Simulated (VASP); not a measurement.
Se:

```
Se
1.0
     4.36620    0.00000    0.00000
    -2.18310    3.78124    0.00000
     0.00000    0.00000    4.95360
Se
3
Cartesian
  0.9841 0.0000 1.6512
  -0.4921 0.8523 3.3024
  1.6910 2.9289 0.0000
```

```yaml
Program: VASP 6.6.1
Task: relaxation of cell and atoms
Functional: PBE
Potentials_or_basis: VASP PAW PBE potentials, release 64 (Se)
Cutoff: 600 eV
k_mesh: 6 × 6 × 6
Occupations: gaussian, width 0.02 eV
Spin: no spin polarisation
```

At the start: pressure 2.9 GPa; volume 27.26 Å³/atom.

**Question.** How do energy, volume and symmetry change on relaxing?

**Answer.** Over 15 steps the energy falls by 13.6 meV/atom and the volume is 29.85 Å³/atom (+9.5 %); space group P3_121 (No. 152, to 0.05 Å).

Step by step:
| step | energy change (eV) | largest force (eV/Å) | pressure (GPa) | volume (Å³) |
| --- | --- | --- | --- | --- |
| 1 | 0.0000 | 0.4329 | 2.91 | 81.78 |
| 2 | -0.0048 | 0.5167 | -2.12 | 87.78 |
| 3 | -0.0350 | 0.0949 | 0.11 | 84.78 |
| 4 | -0.0350 | 0.0857 | 0.15 | 84.72 |
| 5 | -0.0363 | 0.0660 | 0.14 | 85.01 |
| 6 | -0.0379 | 0.0061 | 0.09 | 85.85 |
| 7 | -0.0384 | 0.0173 | 0.02 | 86.25 |
| 8 | -0.0394 | 0.0513 | -0.18 | 87.45 |
| 9 | -0.0392 | 0.1154 | -0.51 | 89.88 |
| 10 | -0.0397 | 0.0771 | -0.34 | 88.49 |
| 11 | -0.0398 | 0.0729 | -0.31 | 88.56 |
| 12 | -0.0402 | 0.0583 | -0.25 | 88.77 |
| 13 | -0.0407 | 0.0286 | -0.12 | 89.18 |
| 14 | -0.0407 | 0.0355 | 0.15 | 90.01 |
| 15 | -0.0409 | 0.0006 | 0.00 | 89.56 |

Final structure:
```cif
data_structure
_symmetry_space_group_name_H-M 'P 1'
_symmetry_Int_Tables_number 1
_cell_length_a 4.5274
_cell_length_b 4.5274
_cell_length_c 5.0454
_cell_angle_alpha 90.000
_cell_angle_beta 90.000
_cell_angle_gamma 120.000
_cell_volume 89.56
loop_
_atom_site_label
_atom_site_type_symbol
_atom_site_fract_x
_atom_site_fract_y
_atom_site_fract_z
_atom_site_occupancy
Se1 Se 0.21882 0.00000 0.33333 1
Se2 Se 0.00000 0.21882 0.66667 1
Se3 Se 0.78118 0.78118 0.00000 1
```
